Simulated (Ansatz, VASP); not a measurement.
# SrO in VASP and in Ansatz

File INCAR:

```
PREC = Accurate ; ENCUT = 600
EDIFF = 1E-6 ; ISMEAR = 0
SIGMA = 0.02 ; LREAL = False
LASPH = True ; NELM = 100
ALGO = Normal ; ISIF = 3
LWAVE = False ; LCHARG = False
GGA = PE ; IBRION = 2
NSW = 100 ; EDIFFG = -0.01
```

The input KPOINTS:

```
Automatic mesh
0
Gamma
  8 8 8
```

POSCAR

```
SrO
1.0
    0.0000000000      2.8103184505      2.8103184505
    2.8103184505      0.0000000000      2.8103184505
    2.8103184505      2.8103184505      0.0000000000
Sr O
1 1
Direct
    0.5000000000      0.5000000000      0.5000000000
    0.2500000000      0.2500000000      0.2500000000
```

Input for Ansatz:

```yaml
crystal:
  lattice:
    - [0.0, 2.8103184505, 2.8103184505]
    - [2.8103184505, 0.0, 2.8103184505]
    - [2.8103184505, 2.8103184505, 0.0]
  atoms:
    - { symbol: Sr, position: [0.5, 0.5, 0.5] }
    - { symbol: O, position: [0.25, 0.25, 0.25] }
basis:
  ecutwfc: 420
kpoints:
  mp_grid: { grid: [8, 8, 8] }
hamiltonian:
  xc: pbe
scf:
  occupations: { method: gaussian, width: 0.02 }
output:
  forces: true
  stress: true
  eigenvalues: true
relax:
  adjacent_minimum: "off"
  f_tol: 0.01
  max_steps: 80
  cell: { stress_tol: 0.05 }
```

Change from the starting cell: ordered vacancies on the anion sites of rutile (Pmn2_1, No. 31).

Alike in both runs: task relaxation of cell and atoms; functional PBE; k mesh 8 × 8 × 8; occupations gaussian, width 0.02 eV; no spin polarisation.

```csv
,VASP,Ansatz
version,VASP 6.6.1,Ansatz 0.2.0
potentials or method,"VASP PAW PBE potentials, release 64 (Sr_sv, O), cutoff 600 eV","scalar-relativistic, plane waves, PAW"
valence electrons in the cell,16,16
```

|  | VASP | Ansatz | Ansatz less VASP |
| --- | --- | --- | --- |
| gap on the k mesh at the Fermi level, each at its own relaxed structure (eV) | 2.47 | 2.48 | +0.010 |
| relaxed volume (Å³/atom) | 22.24 | 22.11 | -0.132 |
| relaxed cell length with the largest relative difference (Å) | 3.977 | 3.969 | -0.0079 |
